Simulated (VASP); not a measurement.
# C (C2/m) in VASP: further runs

The runs below take C through single point, with PBE+D3(BJ).

Everything below comes from runs of VASP 6.6.1. Logs are shortened: lines on timing, memory, paths and dates and some standing lists are left out, and cuts for length are marked.

### Step 1. The cell of the first run

The structure is monoclinic, space group C2/m (No. 12). The conventional cell has a = 4.269 Å, b = 2.465 Å, c = 3.650 Å, α = 90.00°, β = 112.95°, γ = 90.00°. Within 1.8 Å of C (site symmetry m) lie 3 C at 1.32 to 1.50 Å.

### Step 2. Single point, PBE+D3(BJ) (atoms displaced along several vibrational modes)

The input, INCAR:

```
SYSTEM = C
ALGO = Normal
EDIFF = 1E-6
ENCUT = 520
GGA = PE
ISIF = 2
ISMEAR = 0
IVDW = 12
LASPH = .True.
LCHARG = .False.
LREAL = .False.
LWAVE = .False.
NBANDS = 11
NELM = 80
PREC = Accurate
SIGMA = 0.05
```

The input, KPOINTS:

```
k-points
0
Gamma
  15 15 15
  0 0 0
```

The input, POSCAR:

```
C
1.0
    1.2324984681      0.7115833223      3.3613878357
   -1.2324984681      0.7115833223      3.3613878357
    0.0000000000     -1.4231666447      3.3613878357
C
2
Direct
    0.1619631290      0.1619631290      0.2041226332
    0.8380368710      0.8380368710      0.7958773668
```

Potentials or basis: VASP PAW PBE potentials, release 64 (C).

On the command line:

```bash
cat potpaw_PBE.64/C/POTCAR > POTCAR
mpirun -np 1 vasp_std > vasp.out
```

OUTCAR:

```text
SYSTEM = C
   EDIFF = 1E-6
   ENCUT = 520
   GGA = PE
   ISIF = 2
   ISMEAR = 0
   IVDW = 12
   LASPH = .True.
   LREAL = .False.
   NELM = 80
   PREC = Accurate
 IVDW          = 12

 ion  position               nearest neighbor table
   1  0.162  0.162  0.204-   2 1.32   2 1.50   2 1.50
   2  0.838  0.838  0.796-   1 1.32   1 1.50   1 1.50

  LATTYP: Found a trigonal (rhomboedric) cell.
 ALAT       =     3.6502508791
 COS(alpha) =     0.7719881893

  Lattice vectors:

 A1 = (   1.2324984681,   0.7115833223,   3.3613878357)
 A2 = (  -1.2324984681,   0.7115833223,   3.3613878357)
 A3 = (   0.0000000000,  -1.4231666447,   3.3613878357)

Analysis of symmetry for initial positions (statically):
=====================================================================
 Subroutine PRICEL returns:
 Original cell was already a primitive cell.

 Routine SETGRP: Setting up the symmetry group for a
 trigonal (rhombohedral) supercell.

 Subroutine GETGRP returns: Found  4 space group operations
 (whereof  4 operations were pure point group operations)
 out of a pool of 12 trial point group operations.

The static configuration has the point symmetry C_2h.

Analysis of symmetry for dynamics (positions and initial velocities):
=====================================================================
 Subroutine PRICEL returns:
 Original cell was already a primitive cell.

 Routine SETGRP: Setting up the symmetry group for a
 trigonal (rhombohedral) supercell.

 Subroutine GETGRP returns: Found  4 space group operations
 (whereof  4 operations were pure point group operations)
 out of a pool of 12 trial point group operations.

The dynamic configuration has the point symmetry C_2h.

 Subroutine INISYM returns: Found  4 space group operations
 (whereof  4 operations are pure point group operations),
 and found     1 'primitive' translations

----------------------------------------------------------------------------------------

                                     Primitive cell

  volume of cell :      17.6881

  direct lattice vectors                    reciprocal lattice vectors
     1.232498468  0.711583322  3.361387836     0.405680017  0.234219467  0.099165389
    -1.232498468  0.711583322  3.361387836    -0.405680017  0.234219467  0.099165389
     0.000000000 -1.423166645  3.361387836     0.000000000 -0.468438935  0.099165389

  length of vectors
     3.650250879  3.650250879  3.650250879     0.478820227  0.478820227  0.478820227

  position of ions in fractional coordinates (direct lattice)
     0.161963129  0.161963129  0.204122633
     0.838036871  0.838036871  0.795877367

  ion indices of the primitive-cell ions
   primitive index   ion index
                 1           1
                 2           2

----------------------------------------------------------------------------------------

 KPOINTS: k-points

Automatic generation of k-mesh.
 Grid dimensions read from file:
 generate k-points for:   15   15   15

 Generating k-lattice:

  Cartesian coordinates                     Fractional coordinates (reciprocal lattice)
     0.027045334  0.015614631  0.006611026     0.066666667  0.000000000  0.000000000
    -0.027045334  0.015614631  0.006611026     0.000000000  0.066666667  0.000000000
     0.000000000 -0.031229262  0.006611026     0.000000000  0.000000000  0.066666667

  Length of vectors
     0.031921348  0.031921348  0.031921348

  Shift w.r.t. Gamma in fractional coordinates (k-lattice)
     0.000000000  0.000000000  0.000000000

 Subroutine IBZKPT returns following result:
 ===========================================

 Found    904 irreducible k-points:

 Following reciprocal coordinates:
            Coordinates               Weight
  0.000000  0.000000  0.000000      1.000000
  0.066667 -0.000000  0.000000      4.000000
  0.000000  0.000000  0.066667      2.000000
  0.133333  0.000000  0.000000      4.000000
  0.000000  0.000000  0.133333      2.000000
  0.200000  0.000000 -0.000000      4.000000
[... 16 lines left out ...]
  0.066667  0.000000  0.200000      4.000000
  0.266667  0.066667  0.000000      4.000000
 [... further k-points ...]
   k-points           NKPTS =    904   k-points in BZ     NKDIM =    904   number of bands    NBANDS=     11
   number of dos      NEDOS =    301   number of ions     NIONS =      2
   total plane-waves  NPLWV =  21952
   dimension x,y,z NGX =    28 NGY =   28 NGZ =   28
   dimension x,y,z NGXF=    56 NGYF=   56 NGZF=   56
   ions per type =               2
   NGX,Y,Z   is equivalent  to a cutoff of  12.75, 12.75, 12.75 a.u.
   NGXF,Y,Z  is equivalent  to a cutoff of  25.50, 25.50, 25.50 a.u.
 SYSTEM =  C
   PREC   = accura    normal or accurate (medium, high low for compatibility)
   ISTART =      0    job   : 0-new  1-cont  2-samecut
   ICHARG =      2    charge: 1-file 2-atom 10-const
   ISPIN  =      1    spin polarized calculation?
   LNONCOLLINEAR =      F non collinear calculations
   LSORBIT =      F    spin-orbit coupling
   LASPH  =      T    aspherical Exc in radial PAW
   ENCUT  =  520.0 eV  38.22 Ry    6.18 a.u.   6.79  6.79  6.79*2*pi/ulx,y,z
   NELM   =     80;   NELMIN=  2; NELMDL= -5     # of ELM steps
   EDIFF  = 0.1E-05   stopping-criterion for ELM
   LREAL  =      F    real-space projection
   EDIFFG = 0.1E-04   stopping-criterion for IOM
   NSW    =      0    number of steps for IOM
   IBRION =     -1    ionic relax: 0-MD 1-quasi-New 2-CG
   NFREE  =      0    steps in history (QN), initial steepest desc. (CG)
   ISIF   =      2    stress and relaxation
   ISYM   =      2    0-nonsym 1-usesym 2-fastsym
   POTIM  = 0.5000    time-step for ionic-motion
   TEBEG  =    0.0;   TEEND  =   0.0 temperature during run
   PSTRESS=    0.0 pullay stress
   NELECT =       8.0000    total number of electrons
   NUPDOWN=      -1.0000    fix difference up-down
   EMIN   =  10.00;   EMAX   =-10.00  energy-range for DOS
   EFERMI =   0.00;   METHOD = LEGACY
   ISMEAR =     0;   SIGMA  =   0.05  broadening in eV -4-tet -1-fermi 0-gaus
   EFERMI_NEDOS =   21; number of points for ismear=-14 and -15
   IALGO  =     38    algorithm
   IMIX   =      4    mixing-type and parameters
     AMIX     =   0.40;   BMIX     =  1.00
     AMIX_MAG =   1.60;   BMIX_MAG =  1.00
  volume/ion in A,a.u.               =       8.84        59.68
  Fermi-wavevector in a.u.,A,eV,Ry     =   1.256640  2.374705 21.485554  1.579144
  Thomas-Fermi vector in A             =   2.390338
   LORBIT       =      0    0 simple, 1 ext, 2 COOP (PROOUT), +10 PAW based schemes
   GGA     = PE    functional components
   LHFCALC =     F    Hartree Fock is set to
   AEXX    =    0.0000 exact exchange contribution
   IVDW    =    12    specifies the selected vdW correction
   LEPSILON=     F    determine dielectric tensor
   LRPA    =     F    only Hartree local field effects (RPA)
 non-spin polarized calculation
 Gauss-broadening in eV      SIGMA  =   0.05
  energy-cutoff  :      520.00
  volume of cell :       17.69
 maximum number of plane-waves:       490
   NGX = 13   NGY = 13   NGZ = 13

 number of electron       8.0000000 magnetization

 Free energy of the ion-electron system (eV)
  ---------------------------------------------------
  ext. energy  EPLUGINS =         0.00000000
  ---------------------------------------------------
  free energy    TOTEN  =       -17.72942842 eV

  energy without entropy =      -17.72935886  energy(sigma->0) =      -17.72939364

 E-fermi :   4.2701     XC(G=0): -10.3507

 val. band max:        4.2377703386   @ k =   0.3333   0.0667  -0.2667
 cond. band min:       4.2756466486   @ k =  -0.4667   0.4667   0.0000
 fundamental gap:      0.0378763100
 Fermi energy:         4.2701401284

 k-point     1 :       0.0000    0.0000    0.0000
  band No.  band energies     occupation
      1     -14.9343      2.00000
      2      -1.8222      2.00000
      3       0.3348      2.00000
      4       3.7523      2.00000
      5       8.1697      0.00000
      6      10.7845      0.00000
      7      14.8810      0.00000
      8      16.7202      0.00000
      9      17.6250      0.00000
     10      27.3722      0.00000
     11      29.4873      0.00000

 k-point     2 :       0.0667   -0.0000    0.0000
  band No.  band energies     occupation
      1     -14.8266      2.00000
      2      -1.7219      2.00000
      3       0.1150      2.00000
      4       3.2686      2.00000
      5       8.2947      0.00000
      6      10.9717      0.00000
      7      15.3256      0.00000
      8      16.4049      0.00000
      9      17.7371      0.00000
     10      27.5759      0.00000
     11      28.6178      0.00000

 k-point     3 :       0.0000    0.0000    0.0667
  band No.  band energies     occupation
      1     -14.8287      2.00000
      2      -1.7196      2.00000
      3       0.0174      2.00000
      4       3.3701      2.00000
      5       8.2869      0.00000
      6      11.3826      0.00000
      7      14.7266      0.00000
      8      16.3379      0.00000
      9      17.8799      0.00000
     10      27.6518      0.00000
     11      29.3879      0.00000

 k-point     4 :       0.1333    0.0000    0.0000
  band No.  band energies     occupation
      1     -14.5043      2.00000
      2      -1.4287      2.00000
      3      -0.5119      2.00000
      4       2.1107      2.00000
      5       8.6636      0.00000
      6      11.3504      0.00000
      7      15.4610      0.00000
      8      16.5641      0.00000
      9      18.1471      0.00000
     10      26.3247      0.00000
     11      28.6686      0.00000

 k-point     5 :       0.0000    0.0000    0.1333
  band No.  band energies     occupation
      1     -14.5126      2.00000
      2      -1.4647      2.00000
      3      -0.8080      2.00000
      4       2.5058      2.00000
      5       8.6166      0.00000
      6      12.8826      0.00000
      7      14.3184      0.00000
      8      15.3483      0.00000
      9      18.5725      0.00000
     10      27.3505      0.00000
     11      28.7347      0.00000
[... 211 lines left out ...]
 k-point    21 :       0.2000    0.0667    0.0000
  band No.  band energies     occupation
      1     -14.1784      2.00000
      2      -1.4381      2.00000
      3      -1.0809      2.00000
      4       1.3991      2.00000
      5       9.2236      0.00000
      6      12.3519      0.00000
      7      14.4653      0.00000
      8      16.2126      0.00000
      9      19.1571      0.00000
     10      25.3023      0.00000
     11      27.8910      0.00000

 k-point    22 :      -0.2000    0.0000   -0.0667
  band No.  band energies     occupation
      1     -14.1682      2.00000
      2      -1.2450      2.00000
      3      -0.9463      2.00000
      4       1.0518      2.00000
      5       9.1562      0.00000
      6      11.3735      0.00000
      7      14.9097      0.00000
      8      17.9875      0.00000
      9      18.3735      0.00000
     10      24.5715      0.00000
     11      27.9370      0.00000

 k-point    23 :       0.0667    0.0000    0.2000
  band No.  band energies     occupation
      1     -14.1843      2.00000
      2      -1.7174      2.00000
      3      -1.0290      2.00000
      4       1.7090      2.00000
      5       9.0781      0.00000
      6      13.5510      0.00000
      7      14.3377      0.00000
      8      14.9404      0.00000
      9      19.1983      0.00000
     10      25.4628      0.00000
     11      28.3698      0.00000

 k-point    24 :       0.2667    0.0667    0.0000
  band No.  band energies     occupation
      1     -13.5415      2.00000
      2      -2.4901      2.00000
      3      -0.5992      2.00000
      4       0.1450      2.00000
      5       9.7941      0.00000
      6      12.4566      0.00000
      7      13.3891      0.00000
      8      17.7070      0.00000
      9      20.3110      0.00000
     10      23.3103      0.00000
     11      27.0936      0.00000

 [... further k-points ...]

------------------------ aborting loop because EDIFF is reached ----------------------------------------

 Edisp (eV)   -0.31281

 E8    (eV) :    -0.0887

  FORCE on cell =-STRESS in cart. coord.  units (eV):
  Direction    XX          YY          ZZ          XY          YZ          ZX
  --------------------------------------------------------------------------------------
  -------------------------------------------------------------------------------------
  Total      -0.26159     2.56591    -0.53262     0.00000     1.30961     0.00000
  in kB     -23.69491   232.41775   -48.24404     0.00000   118.62382     0.00000
  external pressure =       53.49 kB  Pullay stress =        0.00 kB

 VOLUME and BASIS-vectors are now :
 -----------------------------------------------------------------------------
  energy-cutoff  :      520.00
  volume of cell :       17.69
      direct lattice vectors                 reciprocal lattice vectors
     1.232498468  0.711583322  3.361387836     0.405680017  0.234219467  0.099165389
    -1.232498468  0.711583322  3.361387836    -0.405680017  0.234219467  0.099165389
     0.000000000 -1.423166645  3.361387836     0.000000000 -0.468438935  0.099165389

 POSITION                                       TOTAL-FORCE (eV/Angst)
 -----------------------------------------------------------------------------------
      0.00000     -0.06000      1.77498         0.000000      6.894263     -2.849324
      0.00000      0.06000      8.30919         0.000000     -6.894263      2.849324
 -----------------------------------------------------------------------------------
    total drift:                                0.000000      0.000000     -0.000000

  FREE ENERGIE OF THE ION-ELECTRON SYSTEM (eV)
  ---------------------------------------------------
  free  energy   TOTEN  =       -18.0422348049 eV

  energy  without entropy=      -18.0421652415  energy(sigma->0) =      -18.04220002
```

It took 95 s on 1 thread of Intel Xeon 6975P-C (Granite Rapids), shared host; peak memory 0.27 GiB.

What came out:

* Free energy: -18.0422 eV
* Pressure: 5.3 GPa
* Largest force: 7.460 eV/Å
* Dispersion energy per atom: -0.156 eV

Forces on the atoms (eV/Å):
```
C    0.000  6.894 -2.849
C    0.000 -6.894  2.849
```

Stress tensor (GPa, compression positive):
```
-2.37  0.00  0.00
 0.00 23.24 11.86
 0.00 11.86 -4.82
```

Caveat: the cell differs from its parent crystal (atoms displaced along several vibrational modes); the stress differs along the axes, from -5 to 23 GPa; forces of over 1 eV/Å act on the atoms, so gaps and moduli don't describe the material at rest.

### Step 3. Single point, PBE+D3(BJ) (atoms displaced along several vibrational modes)

The input, INCAR:

```
SYSTEM = C
PREC     = Accurate       ! precision mode
ENCUT    = 520            ! plane-wave cutoff, eV
EDIFF    = 1E-6           ! SCF threshold, eV
ISMEAR   = 0              ! smearing method
SIGMA    = 0.05           ! smearing width, eV
LREAL    = .FALSE.        ! projectors in reciprocal space
LASPH    = .TRUE.         ! aspherical terms in the spheres
NELM     = 80             ! most SCF steps
ALGO     = Normal         ! electronic algorithm
ISIF     = 2              ! what is computed and relaxed
LWAVE    = .FALSE.        ! write WAVECAR
LCHARG   = .TRUE.         ! write CHGCAR
GGA      = PE             ! functional
IVDW     = 12             ! dispersion correction
LELF     = .TRUE.         ! ELF
LVHAR    = .TRUE.       
NBANDS   = 11             ! bands
```

The input, KPOINTS:

```
Automatic mesh
0
G
  15 15 15
  0 0 0
```

The input, POSCAR:

```
C
1.0
    1.2324984681      0.7115833223      3.3613878357
   -1.2324984681      0.7115833223      3.3613878357
    0.0000000000     -1.4231666447      3.3613878357
C
2
Direct
    0.1900694651      0.1900694651      0.1479099610
    0.8099305349      0.8099305349      0.8520900390
```

Potentials or basis: VASP PAW PBE potentials, release 64 (C).

On the command line:

```bash
cat potpaw_PBE.64/C/POTCAR > POTCAR
mpirun -np 1 vasp_std > vasp.out
```

Run time: 99 s. Hardware: 1 thread of Intel Xeon 6975P-C (Granite Rapids), shared host; peak memory 0.27 GiB.

It converged, with:

```yaml
Free_energy: -18.1125 eV
Pressure: 3.7 GPa
Largest_force: 5.883 eV/Å
Dispersion_energy_per_atom: -0.157 eV
```

Forces on the atoms (eV/Å):
```
C    0.000 -5.114 -2.907
C    0.000  5.114  2.907
```

Stress tensor (GPa, compression positive):
```
17.19  0.00  0.00
 0.00 -1.22 -8.83
 0.00 -8.83 -4.91
```

Caveat: the cell differs from its parent crystal (atoms displaced along several vibrational modes); the stress differs along the axes, from -5 to 17 GPa; forces of over 1 eV/Å act on the atoms, so gaps and moduli don't describe the material at rest.

(Continued in part 2 of 2.)
